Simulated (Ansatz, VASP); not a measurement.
## Two plane-wave programs on PbSe

The input INCAR:

```
PREC     = Accurate       # precision mode
ENCUT    = 520            # plane-wave cutoff, eV
EDIFF    = 1E-6           # SCF threshold, eV
ISMEAR   = 0              # smearing method
SIGMA    = 0.03           # smearing width, eV
LREAL    = False          # projectors in reciprocal space
LASPH    = True           # aspherical terms in the spheres
NELM     = 100            # most SCF steps
ALGO     = Normal         # electronic algorithm
ISIF     = 2              # what is computed and relaxed
LWAVE    = False          # write WAVECAR
LCHARG   = True           # write CHGCAR
GGA      = PE             # functional
LELF     = True           # ELF
LVHAR    = True         
NBANDS   = 17             # bands
```

File KPOINTS:

```
regular mesh
0
Gamma
  10 10 10
```

The input POSCAR:

```
PbSe
1.0
    0.0000000000      3.0621500000      3.0621500000
    3.0621500000      0.0000000000      3.0621500000
    3.0621500000      3.0621500000      0.0000000000
Pb Se
1 1
Direct
    0.0247464111      0.0247464111      0.0247464111
    0.5000000000      0.5000000000      0.5000000000
```

Input for Ansatz:

```yaml
crystal:
  lattice:
    - [0.0, 3.06215, 3.06215]
    - [3.06215, 0.0, 3.06215]
    - [3.06215, 3.06215, 0.0]
  atoms:
    - { symbol: Pb, position: [0.0247464111, 0.0247464111, 0.0247464111] }
    - { symbol: Se, position: [0.5, 0.5, 0.5] }
basis:
  ecutwfc: 420
kpoints:
  mp_grid: { grid: [10, 10, 10] }
hamiltonian:
  xc: pbe
scf:
  occupations: { method: gaussian, width: 0.03 }
output:
  forces: true
  stress: true
  eigenvalues: true
```

Change from the starting cell: all Pb atoms moved +0.263 Å, as atom 1 along Cartesian [1 1 1].

Alike in both runs: task single point; functional PBE; k mesh 10 × 10 × 10; occupations gaussian, width 0.03 eV; no spin polarisation.

```csv
,VASP,Ansatz
version,VASP 6.6.1,Ansatz 0.2.0
potentials or method,"VASP PAW PBE potentials, release 64 (Pb_d, Se), cutoff 520 eV","scalar-relativistic, plane waves, PAW"
valence electrons in the cell,20,30
```

VASP gave:

| Quantity | Value |
| --- | --- |
| gap on the k mesh at the Fermi level (eV) | 0.56 |
| least direct gap on the mesh (eV) | 0.56 |
| pressure (GPa) | 3.3 |
| traceless stress, the component that is largest in VASP (GPa) | 0.11 |
| rms of the force components (eV/Å) | 0.189 |

**Question.** Which values does Ansatz return?

**Answer.** gap on the k mesh at the Fermi level (eV): 0.55; least direct gap on the mesh (eV): 0.55; pressure (GPa): 3.3; traceless stress, the component that is largest in VASP (GPa): 0.12; rms of the force components (eV/Å): 0.185.

Atom by atom the forces differ by 0.003 eV/Å (rms over components). With one functional, cell and mesh, what is left measures potentials, basis and numerics. VASP's potentials hold 20 valence electrons a cell and Ansatz's 30, so a difference there can come from the potentials and not from the codes.

Neither program's run includes spin-orbit coupling.
